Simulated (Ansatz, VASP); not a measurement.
## One calculation of CaO, two programs

INCAR

```
ALGO = Normal
EDIFF = 1E-6
ENCUT = 520
GGA = PE
ISIF = 2
ISMEAR = 0
LASPH = T
LCHARG = T
LELF = T
LREAL = F
LVHAR = T
LWAVE = F
NBANDS = 15
NELM = 80
PREC = Accurate
SIGMA = 0.02
```

File KPOINTS:

```
k-points
0
Gamma
  8 8 8
```

Contents of POSCAR:

```
CaO
1.0
    0.0000000000      2.4930142661      2.4930142661
    2.4930142661      0.0000000000      2.4930142661
    2.4930142661      2.4930142661      0.0000000000
Ca O
1 1
Direct
    0.0000000000      0.0000000000      0.0000000000
    0.5000000000      0.5000000000      0.5000000000
```

Input for Ansatz:

```yaml
crystal:
  lattice:
    - [0.0, 2.4930142661, 2.4930142661]
    - [2.4930142661, 0.0, 2.4930142661]
    - [2.4930142661, 2.4930142661, 0.0]
  atoms:
    - { symbol: Ca, position: [0.0, 0.0, 0.0] }
    - { symbol: O, position: [0.5, 0.5, 0.5] }
basis:
  ecutwfc: 420
kpoints:
  mp_grid: { grid: [8, 8, 8] }
hamiltonian:
  xc: pbe
scf:
  occupations: { method: gaussian, width: 0.02 }
output:
  forces: true
  stress: true
  eigenvalues: true
```

Alike in both runs: task single point; functional PBE; k mesh 8 × 8 × 8; occupations gaussian, width 0.02 eV; no spin polarisation.

|  | VASP | Ansatz |
| --- | --- | --- |
| version | VASP 6.6.1 | Ansatz 0.2.0 |
| potentials or method | VASP PAW PBE potentials, release 64 (Ca_sv, O), cutoff 520 eV | scalar-relativistic, plane waves, PAW |
| valence electrons in the cell | 16 | 16 |

Ansatz gave:

| Property | Result |
| --- | --- |
| gap on the k mesh at the Fermi level (eV) | 3.65 |
| least direct gap on the mesh (eV) | 3.89 |
| pressure (GPa) | -8.1 |

**Question.** What did VASP give for the same quantities?

**Answer.** gap on the k mesh at the Fermi level (eV): 3.64; least direct gap on the mesh (eV): 3.88; pressure (GPa): -7.8.

The functional is the same, so the differences come from potentials, cutoffs and numerics.
